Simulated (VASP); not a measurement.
Wanted: the native input for a VASP 6.6.1 run.

```
Task                   : single point
Functional             : PBEsol
Potentials or basis    : VASP PAW PBE potentials, release 64 (Bi_d, Te)
Cutoff                 : 520 eV
k mesh                 : 14 × 14 × 14
Occupations            : gaussian, width 0.15 eV
Spin                   : no spin polarisation
Dipole correction      : no
Further INCAR settings : ALGO = Normal; EDIFF = 1e-07; NBANDS = 18
```

The structure of BiTe lies in POSCAR:

```
BiTe
1.0
    0.0000000000      3.2835250000      3.2835250000
    3.2835250000      0.0000000000      3.2835250000
    3.2835250000      3.2835250000      0.0000000000
Bi Te
1 1
Direct
    0.0000000000      0.0000000000      0.0000000000
    0.5000000000      0.5000000000      0.5000000000
```

This cell differs from its parent crystal: strain +0.015 along x and y, +0.015 along z.

These files were run (other wordings do the same):

INCAR

```
SYSTEM = BiTe
ALGO = Normal ; EDIFF = 1E-7
ENCUT = 520 ; GGA = PS
ISIF = 2 ; ISMEAR = 0
LASPH = .True. ; LCHARG = .False.
LREAL = .False. ; LWAVE = .False.
NBANDS = 18 ; NELM = 60
PREC = Accurate ; SIGMA = 0.15
```

KPOINTS

```
k-points
0
Gamma
  14 14 14
  0 0 0
```

Potentials or basis: VASP PAW PBE potentials, release 64 (Bi_d, Te).

Run with:

```bash
$ cat potpaw_PBE.64/Bi_d/POTCAR potpaw_PBE.64/Te/POTCAR > POTCAR
$ mpirun -np 1 vasp_std > vasp.out
```

It gave:

```
Pressure : -3.6 GPa
```

Caveat: the cell differs from its parent crystal (strain +0.015 along x and y, +0.015 along z); the PAW data sets were made with another functional, which shifts forces and pressure a little.

Wall time 64 s on 1 thread of AMD EPYC 9R45 96-Core Processor (Zen 5) (shared host), peak memory 0.26 GiB.
